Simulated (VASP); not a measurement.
# Zn3C: single point with PBE

The system is Zn3C.

```
Zn C
1.0
     2.63995    0.00000    0.00000
    -1.31997    2.28626    0.00000
     0.00000    0.00000    8.20151
Zn C
3 1
Direct
  0.00000 0.00000 0.50000
  0.66667 0.33333 0.23781
  0.66667 0.33333 0.76219
  0.00000 0.00000 0.00000
```

* Program: VASP 6.6.1
* Task: single point
* Functional: PBE
* Potentials or basis: VASP PAW PBE potentials, release 64 (Zn, C)
* Cutoff: 520 eV
* k mesh: 6 × 6 × 2
* Occupations: gaussian, width 0.1 eV
* Spin: no spin polarisation
* Dipole correction: no
* Further INCAR settings: ALGO = Normal; EDIFF = 1e-06; NBANDS = 28

- Pressure: 6.1 GPa
- Largest force: 1.392 eV/Å
- Band gap on the k mesh: zero (band 20 reaches 5.78 eV, above the bottom of band 21 at 3.96 eV)

Forces in eV/Å, atoms in the order of the input:
```
Zn   0.000  0.000  0.000
Zn   0.000  0.000 -1.392
Zn   0.000  0.000  1.392
C    0.000  0.000  0.000
```

Stress tensor (GPa, compression positive):
```
10.30  0.00  0.00
 0.00 10.30  0.00
 0.00  0.00 -2.26
```

Levels at points of the mesh, in eV from the Fermi level:
| k point | band 18 | band 19 | band 20 | band 21 | band 22 | band 23 |
| --- | --- | --- | --- | --- | --- | --- |
| (0.00, 0.00, 0.00) | -7.44 | -4.19 | -1.98 | 3.52 | 3.52 | 5.68 |
| (0.50, 0.00, 0.00) | -3.38 | -3.22 | -2.07 | -0.09 | 1.52 | 1.82 |
| (0.00, 0.00, 0.50) | -7.13 | -6.40 | 1.30 | 1.98 | 3.52 | 3.52 |
| (0.50, 0.00, 0.50) | -3.89 | -3.14 | -0.93 | -0.25 | 1.17 | 1.78 |

Wall time 9.9 s on 1 thread of Intel(R) Xeon(R) 6975P-C (Granite Rapids) (shared host), peak memory 0.16 GiB.

Caveat: the k points lie up to 0.46 Å⁻¹ apart; forces of over 1 eV/Å act on the atoms, so gaps and moduli don't describe the material at rest.
